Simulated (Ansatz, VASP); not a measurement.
One calculation of SnO, two programs

The input INCAR:

```
SYSTEM = SnO
PREC = Accurate ; ENCUT = 520
EDIFF = 1E-6 ; ISMEAR = 0
SIGMA = 0.15 ; LREAL = .False.
LASPH = .True. ; NELM = 60
ALGO = Fast ; ISIF = 2
LWAVE = .False. ; LCHARG = .False.
GGA = PS ; NBANDS = 28
```

The input KPOINTS:

```
Automatic mesh
0
Gamma
  12 12 10
  0 0 0
```

File POSCAR:

```
SnO
1.0
    3.8152475707      0.0307241330     -0.0406115802
    0.0307241330      3.8264329070      0.0252083727
   -0.0516563919      0.0320640954      4.9117913352
Sn O
2 2
Direct
    0.0123245241      0.4889663714      0.2661943680
    0.4692458704     -0.0342507173      0.7618372428
    0.0558958157     -0.0064395338     -0.0271257106
    0.4625337898      0.5517238797     -0.0009059002
```

Input for Ansatz:

```yaml
crystal:
  lattice:
    - [3.8152475707, 0.030724133, -0.0406115802]
    - [0.030724133, 3.826432907, 0.0252083727]
    - [-0.0516563919, 0.0320640954, 4.9117913352]
  atoms:
    - { symbol: Sn, position: [0.0123245241, 0.4889663714, 0.266194368] }
    - { symbol: Sn, position: [0.4692458704, -0.0342507173, 0.7618372428] }
    - { symbol: O, position: [0.0558958157, -0.0064395338, -0.0271257106] }
    - { symbol: O, position: [0.4625337898, 0.5517238797, -0.0009059002] }
basis:
  ecutwfc: 420
kpoints:
  mp_grid: { grid: [12, 12, 10] }
hamiltonian:
  xc: pbesol
scf:
  occupations: { method: gaussian, width: 0.15 }
output:
  forces: true
  stress: true
  eigenvalues: true
```

Change from the starting cell: all atoms moved at random (sigma 0.22 Å a component), cell strained at random (sigma 0.01).

Alike in both runs: task single point; functional PBEsol; k mesh 12 × 12 × 10; occupations gaussian, width 0.15 eV; no spin polarisation.

|  | VASP | Ansatz |
| --- | --- | --- |
| version | VASP 6.6.1 | Ansatz 0.2.0 |
| potentials or method | VASP PAW PBE potentials, release 64 (Sn_d, O), cutoff 520 eV | scalar-relativistic, plane waves, PAW |
| valence electrons in the cell | 40 | 40 |

|  | VASP | Ansatz | Ansatz less VASP |
| --- | --- | --- | --- |
| gap on the k mesh at the Fermi level (eV) | none | none | - |
| pressure (GPa) | 3.5 | 3.4 | -0.10 |
| traceless stress, the component that is largest in VASP (GPa) | -5.60 | -5.44 | +0.164 |
| rms of the force components (eV/Å) | 2.275 | 2.251 | -0.0242 |

VASP's potentials were made for PBE, not for PBEsol. Atom by atom the forces differ by 0.038 eV/Å (rms over components). A gap of «none» marks a metal or a gap that the smearing closes.
